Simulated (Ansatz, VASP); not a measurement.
**Two plane-wave programs on TiO2**

Contents of INCAR:

```
SYSTEM = TiO2
PREC = Accurate
ENCUT = 1340
EDIFF = 1E-6
ISMEAR = 0
SIGMA = 0.05
LREAL = .FALSE.
LASPH = .TRUE.
NELM = 200
ALGO = Normal
ISIF = 2
LWAVE = .FALSE.
LCHARG = .TRUE.
LMAXMIX = 4
LDAU = .TRUE.
LDAUTYPE = 2
LDAUL = 2 -1
LDAUU = 4 0
LDAUJ = 0 0
LDAUPRINT = 1
GGA = PE
IVDW = 12
LELF = .TRUE.
LVHAR = .TRUE.
NBANDS = 19
GGA_COMPAT = .FALSE.
```

Contents of KPOINTS:

```
Automatic mesh
0
G
  9 9 9
  0 0 0
```

File POSCAR:

```
TiO2
1.0
    1.4338500000      0.8278336835      5.6001000000
   -1.4338500000      0.8278336835      5.6001000000
    0.0000000000     -1.6556673670      5.6001000000
Ti O
1 2
Direct
    0.0000000000      0.0000000000      0.0000000000
    0.6017580785      0.6017580785      0.6017580785
    0.3982419215      0.3982419215      0.3982419215
```

Input for Ansatz:

```yaml
crystal:
  lattice:
    - [1.43385, 0.8278336835, 5.6001]
    - [-1.43385, 0.8278336835, 5.6001]
    - [0.0, -1.655667367, 5.6001]
  atoms:
    - { symbol: Ti, position: [0.0, 0.0, 0.0] }
    - { symbol: O, position: [0.6017580785, 0.6017580785, 0.6017580785] }
    - { symbol: O, position: [0.3982419215, 0.3982419215, 0.3982419215] }
basis:
  ecutwfc: 520.0
kpoints:
  mp_grid: { grid: [9, 9, 9] }
hamiltonian:
  xc: pbe
  pseudopotentials: { kind: paw, azcp: { folder: soft_1 } }
  dispersion: d3bj
  hubbard: { sites: [{ species: Ti, l: d, u_eff: 4.0 }] }
scf:
  occupations: { method: gaussian, width: 0.05 }
output:
  forces: true
  stress: true
  eigenvalues: true
```

Alike in both runs: task single point; functional PBE; dispersion D3(BJ); k mesh 9 × 9 × 9; occupations gaussian, width 0.05 eV; no spin polarisation; Hubbard terms Ti d U = 4.0 eV.

|  | VASP | Ansatz |
| --- | --- | --- |
| version | VASP 6.6.1 | Ansatz 0.2.0 |
| potentials or method | VASP PAW PBE potentials, release 64 (Ti_sv, O_h), cutoff 1340 eV | scalar-relativistic, plane waves, PAW |
| valence electrons in the cell | 24 | 24 |

|  | VASP | Ansatz | Ansatz less VASP |
| --- | --- | --- | --- |
| gap on the k mesh at the Fermi level (eV) | 3.02 | 2.94 | -0.076 |
| least direct gap on the mesh (eV) | 3.43 | 3.31 | -0.120 |
| pressure (GPa) | 6.9 | 3.4 | -3.48 |
| traceless stress, the component that is largest in VASP (GPa) | -18.96 | -19.06 | -0.099 |
| rms of the force components (eV/Å) | 0.540 | 0.744 | +0.2033 |

The programs project onto different local orbitals, so the same U acts differently, and such runs can settle in different states. Atom by atom the forces differ by 0.203 eV/Å (rms over components).
